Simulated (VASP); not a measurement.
A run of VASP 6.6.1:

The input INCAR:

```
SYSTEM = SiC2
  ALGO = Normal
  EDIFF = 1E-6
  ENCUT = 520
  GGA = PE
  ISIF = 2
  ISMEAR = 0
  ISPIN = 2
  LASPH = .True.
  LCHARG = .True.
  LELF = .True.
  LORBIT = 11
  LREAL = .False.
  LVHAR = .True.
  LWAVE = .False.
  MAGMOM = 0 0 1 1 1 1
  NBANDS = 25
  NELM = 150
  PREC = Accurate
  SIGMA = 0.1
```

KPOINTS

```
k-points
0
Gamma
  6 6 2
  0 0 0
```

The input POSCAR:

```
SiC2
1.0
    2.8443649287      0.0000000000      0.0000000000
   -1.4221824644      2.4632922859      0.0000000000
    0.0000000000      0.0000000000      7.6301800970
Si C
2 4
Direct
    0.3333333333      0.6666666667      0.3493168699
    0.6666666667      0.3333333333      0.6506831301
    0.3333333333      0.6666666667      0.7661553050
    0.3333333333      0.6666666667      0.9619863810
    0.6666666667      0.3333333333      0.0380136190
    0.6666666667      0.3333333333      0.2338446950
```

Potentials or basis: VASP PAW PBE potentials, release 64 (Si, C).

Run with:

```bash
$ cat potpaw_PBE.64/Si/POTCAR potpaw_PBE.64/C/POTCAR > POTCAR
$ mpirun -np 1 vasp_std > vasp.out
```

Hardware: 1 thread of Intel(R) Xeon(R) 6975P-C (Granite Rapids), with other jobs on the host.

Problem. Estimate the wall time of this run.

Solution. It took 26 s on 1 thread of Intel(R) Xeon(R) 6975P-C (Granite Rapids), with other jobs on the host, peak memory 0.2 GiB. Counts: scf iterations 21, k points 14.
